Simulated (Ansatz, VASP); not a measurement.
# Two plane-wave programs on GaP

The input POSCAR:

```
GaP
1.0
    0.0000000000      2.7253992957      2.7253992957
    2.7253992957      0.0000000000      2.7253992957
    2.7253992957      2.7253992957      0.0000000000
Ga P
1 1
Direct
    0.0000000000      0.0000000000      0.0000000000
    0.2500000000      0.2500000000      0.2500000000
```

The input INCAR.step1:

```
SYSTEM = GaP
PREC = Accurate ; ENCUT = 400
EDIFF = 1E-5 ; ISMEAR = 0
SIGMA = 0.01 ; LREAL = .False.
LASPH = .True. ; NELM = 120
ALGO = Normal ; ISIF = 2
LWAVE = .True. ; LCHARG = .False.
GGA = PE ; NBANDS = 16
GGA_COMPAT = .False.
```

Contents of INCAR.step2:

```
SYSTEM = GaP
PREC = Accurate ; ENCUT = 400
EDIFF = 1E-6 ; ISMEAR = 0
SIGMA = 0.01 ; LREAL = .False.
LASPH = .True. ; NELM = 120
ALGO = Normal ; ISIF = 2
LWAVE = .False. ; LCHARG = .False.
GGA = PE ; LHFCALC = .True.
AEXX = 1.0 ; HFSCREEN = 0.1
PRECFOCK = Normal ; ISTART = 1
NBANDS = 16 ; ALDAC = 1.0
AGGAC = 1.0 ; GGA_COMPAT = .False.
```

KPOINTS

```
Automatic mesh
0
Gamma
  4 4 4
  0 0 0
```

Input for Ansatz:

```yaml
crystal:
  lattice:
    - [0.0, 2.7253992957, 2.7253992957]
    - [2.7253992957, 0.0, 2.7253992957]
    - [2.7253992957, 2.7253992957, 0.0]
  atoms:
    - { symbol: Ga, position: [0.0, 0.0, 0.0] }
    - { symbol: P, position: [0.25, 0.25, 0.25] }
kpoints:
  mp_grid: { grid: [4, 4, 4] }
hamiltonian:
  xc: { exchange: pbe, correlation: pbe, exx: { coeff: 1.0, omega: 0.1 } }
scf:
  occupations: { method: fixed }
  n_extra_bands: 4
output:
  forces: true
  stress: true
  eigenvalues: true
```

Alike in both runs: task single point; functional PBE-based screened hybrid; k mesh 4 × 4 × 4; no spin polarisation.

|  | VASP | Ansatz |
| --- | --- | --- |
| version | VASP 6.6.1 | Ansatz 0.2.0 |
| potentials or method | VASP PAW PBE potentials, release 64 (Ga_d, P) | plane waves |
| plane-wave cutoff (eV) | 400 | 420 |
| occupations | gaussian, width 0.01 eV | fixed |
| valence electrons in the cell | 18 | 18 |

```tsv
	VASP	Ansatz	Ansatz less VASP
gap on the k mesh at the Fermi level (eV)	5.99	5.89	-0.102
```

VASP's potentials were made for PBE, not for PBE-based screened hybrid. Ansatz's warnings: stress exchange threshold loose, stress scf threshold loose.

The k mesh is coarse, so the values compare programs but aren't converged.
